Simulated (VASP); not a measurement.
A run of VASP 6.6.1 is set up as follows.

POSCAR

```
AlN
1.0
    6.2595139102      0.0000000601      0.0000000000
   -3.1297570100      5.4208980298      0.0000000000
    0.0000000000      0.0000000000      5.0174032950
Al N
8 8
Direct
    0.3335524029      0.1664661886      0.5000247806
    0.3335524029      0.6664661886      0.5000247806
    0.8335524029      0.1664661886      0.5000247806
    0.8335524029      0.6664661886      0.5000247806
    0.1664661886      0.3335524029      0.0000247806
    0.1664661886      0.8335524029      0.0000247806
    0.6664661886      0.3335524029      0.0000247806
    0.6664661886      0.8335524029      0.0000247806
    0.3319615438      0.1680198647      0.8799752194
    0.1680198647      0.3319615438      0.3799752194
    0.3319615438      0.6680198647      0.8799752194
    0.1680198647      0.8319615438      0.3799752194
    0.8319615438      0.1680198647      0.8799752194
    0.6680198647      0.3319615438      0.3799752194
    0.8319615438      0.6680198647      0.8799752194
    0.6680198647      0.8319615438      0.3799752194
```

File INCAR.step1:

```
ALGO     = Normal         # electronic algorithm
EDIFF    = 1E-5           # SCF threshold, eV
ENCUT    = 520            # plane-wave cutoff, eV
GGA      = PE             # functional
ISIF     = 2              # what is computed and relaxed
ISMEAR   = -1             # smearing method
LASPH    = T              # aspherical terms in the spheres
LCHARG   = F              # write CHGCAR
LREAL    = Auto         
LWAVE    = T              # write WAVECAR
NBANDS   = 46             # bands
NELM     = 80             # most SCF steps
PREC     = Accurate       # precision mode
SIGMA    = 0.01           # smearing width, eV
```

File INCAR.step2:

```
ALGO     = Normal         # electronic algorithm
EDIFF    = 1E-6           # SCF threshold, eV
ENCUT    = 520            # plane-wave cutoff, eV
GGA      = PE             # functional
HFSCREEN = 0.2079         # screening, 1/A
ISIF     = 2              # what is computed and relaxed
ISMEAR   = -1             # smearing method
ISTART   = 1            
LASPH    = T              # aspherical terms in the spheres
LCHARG   = F              # write CHGCAR
LHFCALC  = T              # exact exchange
LREAL    = Auto         
LWAVE    = F              # write WAVECAR
NBANDS   = 46             # bands
NELM     = 80             # most SCF steps
PREC     = Accurate       # precision mode
PRECFOCK = Fast         
SIGMA    = 0.01           # smearing width, eV
```

File KPOINTS:

```
Automatic mesh
0
Gamma
  1 1 2
  0.25 0.25 0.25
```

Potentials or basis: VASP PAW PBE potentials, release 64 (Al, N).

Command:

```console
$ cat potpaw_PBE.64/Al/POTCAR potpaw_PBE.64/N/POTCAR > POTCAR
$ cp INCAR.step1 INCAR
$ mpirun -np 1 vasp_std > vasp.out
$ cp INCAR.step2 INCAR
$ mpirun -np 1 vasp_std > vasp.out
```

Problem. Estimate the largest force.

Solution. 0.211 eV/Å.

Problem. Estimate the band gap on the k mesh.

Solution. 7.09 eV.

Forces in eV/Å, atoms in the order of the input:
```
Al   0.114 -0.068  0.019
Al   0.114 -0.068  0.019
Al   0.114 -0.068  0.019
Al   0.114 -0.068  0.019
Al  -0.116  0.065  0.019
Al  -0.116  0.065  0.019
Al  -0.116  0.065  0.019
Al  -0.116  0.065  0.019
N    0.183 -0.104 -0.019
N   -0.182  0.107 -0.019
N    0.183 -0.104 -0.019
N   -0.182  0.107 -0.019
N    0.183 -0.104 -0.019
N   -0.182  0.107 -0.019
N    0.183 -0.104 -0.019
N   -0.182  0.107 -0.019
```

Caveat: the k points lie up to 1.16 Å⁻¹ apart; the PAW data sets were made with another functional, which shifts forces and pressure a little. A k mesh can miss the band edges.
